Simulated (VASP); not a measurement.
# TaGe4Pt (Cm) in VASP: single point with PBE

Aim: the single point of TaGe4Pt with PBE.

Everything below comes from runs of VASP 6.6.1. Logs are shortened: lines on timing, memory, paths and dates and some standing lists are left out, and cuts for length are marked.

## (1) The cell of the first run

It takes space group Cm (No. 8, monoclinic). Conventional cell: a = 9.577 Å, b = 3.186 Å, c = 8.152 Å, α = 90.00°, β = 118.31°, γ = 90.00°. Ta (site symmetry m) has 8 Ge at 2.71 to 2.78 Å and 1 Pt at 3.17 Å and 2 Ta at 3.19 Å within 3.6 Å. Ge (site symmetry m) has 3 Ta at 2.71 to 2.72 Å and 2 Pt at 2.89 Å and 9 Ge at 2.96 to 3.55 Å within 3.6 Å. Within 3.4 Å of Ge (site symmetry m) lie 5 Ge at 2.55 to 3.19 Å and 2 Pt at 2.56 Å and 1 Ta at 2.76 Å. Ge (site symmetry m) has 9 Ge at 2.55 to 3.50 Å and 2 Ta at 2.74 Å and 1 Pt at 2.83 Å within 3.6 Å. Within 3.6 Å of Ge (site symmetry m) lie 3 Pt at 2.74 to 2.76 Å and 2 Ta at 2.78 Å and 9 Ge at 2.96 to 3.56 Å. Within 3.4 Å of Pt (site symmetry m) lie 8 Ge at 2.56 to 2.89 Å and 1 Ta at 3.17 Å and 2 Pt at 3.19 Å.

## (2) Single point, PBE (18.25 Å³/atom)

File INCAR:

```
PREC = Accurate
ENCUT = 520
EDIFF = 1E-6
ISMEAR = 0
SIGMA = 0.1
LREAL = F
LASPH = T
NELM = 60
ALGO = Normal
ISIF = 2
LWAVE = F
LCHARG = F
GGA = PE
NBANDS = 48
```

File KPOINTS:

```
Automatic mesh
0
Gamma
  10 10 6
```

File POSCAR:

```
TaGe4Pt
1.0
    4.7886224304     -1.5929189739     -0.0293656381
    4.7886224304      1.5929189739     -0.0293656381
   -3.8216896920      0.0000000000      7.2005501519
Ta Ge Pt
1 4 1
Direct
    0.1452445223      0.1452445223      0.1932574181
    0.3906510022      0.3906510022      0.1149221480
    0.1566541994      0.1566541994      0.5376655935
    0.8673440627      0.8673440627      0.4656479260
    0.6000949796      0.6000949796      0.8926918164
    0.8400112337      0.8400112337      0.7958150981
```

Potentials or basis: VASP PAW PBE potentials, release 64 (Ta_pv, Ge_d, Pt).

Started as:

```
> cat potpaw_PBE.64/Ta_pv/POTCAR potpaw_PBE.64/Ge_d/POTCAR potpaw_PBE.64/Pt/POTCAR > POTCAR
> mpirun -np 1 vasp_std > vasp.out
```

OUTCAR:

```text
PREC = Accurate
   ENCUT = 520
   EDIFF = 1E-6
   ISMEAR = 0
   LREAL = F
   LASPH = T
   NELM = 60
   ISIF = 2
   GGA = PE

 ion  position               nearest neighbor table
   1  0.145  0.145  0.193-   2 2.71   2 2.72   2 2.72   4 2.74   4 2.74   3 2.76   5 2.78   5 2.78
                             6 3.17
   2  0.391  0.391  0.115-   1 2.71   1 2.72   1 2.72   6 2.89   6 2.89
   3  0.157  0.157  0.538-   4 2.55   6 2.56   6 2.56   1 2.76   4 2.84   4 2.84
   4  0.867  0.867  0.466-   3 2.55   1 2.74   1 2.74   6 2.83   3 2.84   3 2.84
   5  0.600  0.600  0.893-   6 2.74   6 2.74   6 2.76   1 2.78   1 2.78
   6  0.840  0.840  0.796-   3 2.56   3 2.56   5 2.74   5 2.74   5 2.76   4 2.83   2 2.89   2 2.89
                             1 3.17

  LATTYP: Found a base centered monoclinic cell.
 ALAT       =     9.5774249403
 B/A-ratio  =     0.3326403462
 C/A-ratio  =     0.8511562754
 COS(beta)  =    -0.4742183350

  Lattice vectors:

 A1 = (   4.7886224304,  -1.5929189739,  -0.0293656381)
 A2 = (   4.7886224304,   1.5929189739,  -0.0293656381)
 A3 = (  -3.8216896920,   0.0000000000,   7.2005501519)

Analysis of symmetry for initial positions (statically):
=====================================================================
 Subroutine PRICEL returns:
 Original cell was already a primitive cell.

 Routine SETGRP: Setting up the symmetry group for a
 base centered monoclinic supercell.

 Subroutine GETGRP returns: Found  2 space group operations
 (whereof  2 operations were pure point group operations)
 out of a pool of  4 trial point group operations.

The static configuration has the point symmetry C_1h.

Analysis of symmetry for dynamics (positions and initial velocities):
=====================================================================
 Subroutine PRICEL returns:
 Original cell was already a primitive cell.

 Routine SETGRP: Setting up the symmetry group for a
 base centered monoclinic supercell.

 Subroutine GETGRP returns: Found  2 space group operations
 (whereof  2 operations were pure point group operations)
 out of a pool of  4 trial point group operations.

The dynamic configuration has the point symmetry C_1h.

 Subroutine INISYM returns: Found  2 space group operations
 (whereof  2 operations are pure point group operations),
 and found     1 'primitive' translations

----------------------------------------------------------------------------------------

[... 103 lines left out ...]
   NSW    =      0    number of steps for IOM
   IBRION =     -1    ionic relax: 0-MD 1-quasi-New 2-CG
   NFREE  =      0    steps in history (QN), initial steepest desc. (CG)
   ISIF   =      2    stress and relaxation
   ISYM   =      2    0-nonsym 1-usesym 2-fastsym
   POTIM  = 0.5000    time-step for ionic-motion
   TEBEG  =    0.0;   TEEND  =   0.0 temperature during run
   PSTRESS=    0.0 pullay stress
   NELECT =      77.0000    total number of electrons
   NUPDOWN=      -1.0000    fix difference up-down
   EMIN   =  10.00;   EMAX   =-10.00  energy-range for DOS
   EFERMI =   0.00;   METHOD = LEGACY
   ISMEAR =     0;   SIGMA  =   0.10  broadening in eV -4-tet -1-fermi 0-gaus
   EFERMI_NEDOS =   21; number of points for ismear=-14 and -15
   IALGO  =     38    algorithm
   IMIX   =      4    mixing-type and parameters
     AMIX     =   0.40;   BMIX     =  1.00
     AMIX_MAG =   1.60;   BMIX_MAG =  1.00
  volume/ion in A,a.u.               =      18.25       123.15
  Fermi-wavevector in a.u.,A,eV,Ry     =   1.455829  2.751118 28.836705  2.119438
  Thomas-Fermi vector in A             =   2.572818
   LORBIT       =      0    0 simple, 1 ext, 2 COOP (PROOUT), +10 PAW based schemes
   GGA     = PE    functional components
   LHFCALC =     F    Hartree Fock is set to
   AEXX    =    0.0000 exact exchange contribution
   IVDW    =     0    specifies the selected vdW correction
   LEPSILON=     F    determine dielectric tensor
   LRPA    =     F    only Hartree local field effects (RPA)
 non-spin polarized calculation
 Gauss-broadening in eV      SIGMA  =   0.10
  energy-cutoff  :      520.00
  volume of cell :      109.49
 maximum number of plane-waves:      2969
 NGX is ok and might be reduce to    40
   NGX = 19   NGY = 19   NGZ = 31

 number of electron      77.0000000 magnetization

 Free energy of the ion-electron system (eV)
  ---------------------------------------------------
  ext. energy  EPLUGINS =         0.00000000
  ---------------------------------------------------
  free energy    TOTEN  =       -36.73983761 eV

  energy without entropy =      -36.72649110  energy(sigma->0) =      -36.73316435

 E-fermi :   7.0039     XC(G=0): -11.7156

 val. band max:        6.9861865780   @ k =  -0.2000  -0.4000   0.3333
 cond. band min:       7.0117605768   @ k =  -0.4000   0.0000   0.1667
 fundamental gap:      0.0255739988
 Fermi energy:         7.0039251382

 k-point     1 :       0.0000    0.0000    0.0000
  band No.  band energies     occupation
      1     -27.4633      2.00000
      2     -27.4246      2.00000
      3     -27.2805      2.00000
      4     -17.6819      2.00000
      5     -17.6352      2.00000
      6     -17.5956      2.00000
[... 1213 lines left out ...]
     47      12.7381      0.00000
     48      12.9576      0.00000

 [... further k-points ...]

------------------------ aborting loop because EDIFF is reached ----------------------------------------

  FORCE on cell =-STRESS in cart. coord.  units (eV):
  Direction    XX          YY          ZZ          XY          YZ          ZX
  --------------------------------------------------------------------------------------
  -------------------------------------------------------------------------------------
  Total       -2.1029409     -2.0559678     -2.0956700      0.0000000      0.0000000      0.0029356
  in kB      -30.7718447    -30.0844976    -30.6654503      0.0000000      0.0000000      0.0429555
  external PRESSURE =     -30.5072642 kB  Pullay stress =       0.0000000 kB

 VOLUME and BASIS-vectors are now :
 -----------------------------------------------------------------------------
  energy-cutoff  :      520.00
  volume of cell :      109.49
      direct lattice vectors                 reciprocal lattice vectors
     4.788622430 -1.592918974 -0.029365638     0.104755115 -0.313889161  0.055598744
     4.788622430  1.592918974 -0.029365638     0.104755115  0.313889161  0.055598744
    -3.821689692  0.000000000  7.200550152     0.000854435  0.000000000  0.139331768

 POSITION                                       TOTAL-FORCE (eV/Angst)
 -----------------------------------------------------------------------------------
      0.65247      0.00000      1.38303        -0.005933      0.000000     -0.002781
      3.30216      0.00000      0.80456         0.003104      0.000000     -0.000992
     -0.55448      0.00000      3.86229        -0.011724      0.000000     -0.003236
      6.52720      0.00000      3.30198         0.012909      0.000000      0.007974
      2.33567      0.00000      6.39263         0.000861      0.000000     -0.008379
      5.00363      0.00000      5.68097         0.000784      0.000000      0.007415
 -----------------------------------------------------------------------------------
    total drift:                               -0.000905     -0.000000     -0.000652

  FREE ENERGIE OF THE ION-ELECTRON SYSTEM (eV)
  ---------------------------------------------------
  free  energy   TOTEN  =       -36.7398376078 eV

  energy  without entropy=      -36.7264911001  energy(sigma->0) =      -36.73316435
```

OSZICAR:

```text
N       E                     dE             d eps       ncg     rms          rms(c)
DAV:   1     0.888831890233E+03    0.88883E+03   -0.35580E+04 21352   0.419E+03
DAV:   2     0.122353302891E+03   -0.76648E+03   -0.73605E+03 16512   0.107E+03
DAV:   3    -0.271566705269E+02   -0.14951E+03   -0.14453E+03 17784   0.240E+02
DAV:   4    -0.380209453597E+02   -0.10864E+02   -0.10694E+02 20304   0.703E+01
DAV:   5    -0.383001925378E+02   -0.27925E+00   -0.27904E+00 18640   0.130E+01    0.164E+01
DAV:   6    -0.377300842175E+02    0.57011E+00   -0.13833E+01 21560   0.215E+01    0.112E+01
DAV:   7    -0.368245384599E+02    0.90555E+00   -0.30302E+00 20592   0.119E+01    0.475E+00
DAV:   8    -0.367692208657E+02    0.55318E-01   -0.76093E-01 19408   0.551E+00    0.175E+00
DAV:   9    -0.367427508844E+02    0.26470E-01   -0.13249E-01 19728   0.309E+00    0.520E-01
DAV:  10    -0.367401212414E+02    0.26296E-02   -0.23523E-02 19920   0.123E+00    0.219E-01
DAV:  11    -0.367398183147E+02    0.30293E-03   -0.46409E-03 18680   0.562E-01    0.938E-02
DAV:  12    -0.367398394401E+02   -0.21125E-04   -0.51799E-04 19888   0.185E-01    0.431E-02
DAV:  13    -0.367398365655E+02    0.28746E-05   -0.36475E-05 22024   0.591E-02    0.165E-02
DAV:  14    -0.367398380103E+02   -0.14447E-05   -0.11791E-05 18928   0.332E-02    0.475E-03
DAV:  15    -0.367398376078E+02    0.40249E-06   -0.15377E-06 12544   0.131E-02
   1 F= -.36739838E+02 E0= -.36733164E+02  d E =-.133465E-01
```

stdout:

```text
POSCAR found type information on POSCAR TaGePt
 POSCAR found :  3 types and       6 ions
 scaLAPACK will be used
 LDA part: xc-table for (Slater+PW92), standard interpolation
 POSCAR, INCAR and KPOINTS ok, starting setup
 FFT: planning ... GRIDC
 FFT: planning ... GRID_SOFT
 FFT: planning ... GRID
 WAVECAR not read
 entering main loop
```

Run time: 11 min. Hardware: 1 thread of AMD EPYC 9R45 (Zen 5), shared host; peak memory 0.85 GiB.

Results:

| Property | Result |
| --- | --- |
| Free energy | -36.7398 eV |
| Pressure | -3.1 GPa |
| Largest force | 0.015 eV/Å |
| Band gap on the k mesh | zero (an odd number of electrons rules out a gap without spin polarisation) |

Forces on the atoms (eV/Å):
```
Ta  -0.006  0.000 -0.003
Ge   0.003  0.000 -0.001
Ge  -0.012  0.000 -0.003
Ge   0.013  0.000  0.008
Ge   0.001  0.000 -0.008
Pt   0.001  0.000  0.007
```

Levels at points of the mesh, in eV from the Fermi level:
| k point | band 35 | band 36 | band 37 | band 38 | band 39 | band 40 | band 41 | band 42 | band 43 | band 44 |
| --- | --- | --- | --- | --- | --- | --- | --- | --- | --- | --- |
| (0.00, 0.00, 0.00) | -1.96 | -1.86 | -0.85 | 0.62 | 0.82 | 1.02 | 1.32 | 2.99 | 4.11 | 4.32 |
| (0.50, 0.00, 0.00) | -2.49 | -2.22 | -1.75 | -0.96 | -0.78 | 0.03 | 2.16 | 2.36 | 2.39 | 3.03 |
| (0.50, 0.50, 0.00) | -1.94 | -1.66 | -1.10 | 0.91 | 1.67 | 1.83 | 2.06 | 2.94 | 3.39 | 3.69 |
| (0.00, 0.00, 0.50) | -2.80 | -2.26 | -0.96 | 0.68 | 0.81 | 1.11 | 1.35 | 2.90 | 3.90 | 4.02 |
| (0.50, 0.00, 0.50) | -1.88 | -1.60 | -1.29 | -0.92 | -0.88 | -0.42 | 1.32 | 1.83 | 2.58 | 3.30 |
| (0.50, 0.50, 0.50) | -1.31 | -1.18 | -0.26 | 0.49 | 1.17 | 1.67 | 2.30 | 3.24 | 3.53 | 4.04 |

Caveat: the cell stands under tension; spin-orbit coupling is left out, which moves the levels of the heavy elements; an odd number of electrons without spin polarisation forces a metal; a magnetic or distorted state may lie lower.

The gap in the log of VASP goes by the Fermi energy; the results here count the filled bands.